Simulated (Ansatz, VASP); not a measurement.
One calculation of Al3BiO, two programs

```
Al Bi O
1.0
     4.64345    0.00000    0.00000
     0.00000    4.64345    0.00000
     0.00000    0.00000    4.64345
Al Bi O
3 1 1
Direct
  0.50000 0.50000 0.00000
  0.50000 0.00000 0.50000
  0.00000 0.50000 0.50000
  0.00000 0.00000 0.00000
  0.50000 0.50000 0.50000
```

Change from the starting cell: species swapped into the Pr3AlC type (Pm-3m, No. 221).

Alike in both runs: task relaxation of cell and atoms; functional PBE; k mesh 4 × 4 × 4; occupations gaussian, width 0.1 eV; no spin polarisation.

|  | VASP | Ansatz |
| --- | --- | --- |
| version | VASP 6.6.1 | Ansatz 0.2.0 |
| potentials or method | VASP PAW PBE potentials, release 64 (Al, Bi_d, O), cutoff 600 eV | scalar-relativistic, plane waves, PAW |
| valence electrons in the cell | 30 | 30 |

Ansatz gave:

* gap on the k mesh at the Fermi level, each at its own relaxed structure (eV): none
* relaxed volume (Å³/atom): 18.24
* relaxed cell length with the largest relative difference (Å): 4.502

Problem. What did VASP give for the same quantities?

Solution. gap on the k mesh at the Fermi level, each at its own relaxed structure (eV): none; relaxed volume (Å³/atom): 18.16; relaxed cell length with the largest relative difference (Å): 4.495.

A gap of «none» marks a metal or a gap that the smearing closes.

Neither program's run includes spin-orbit coupling.
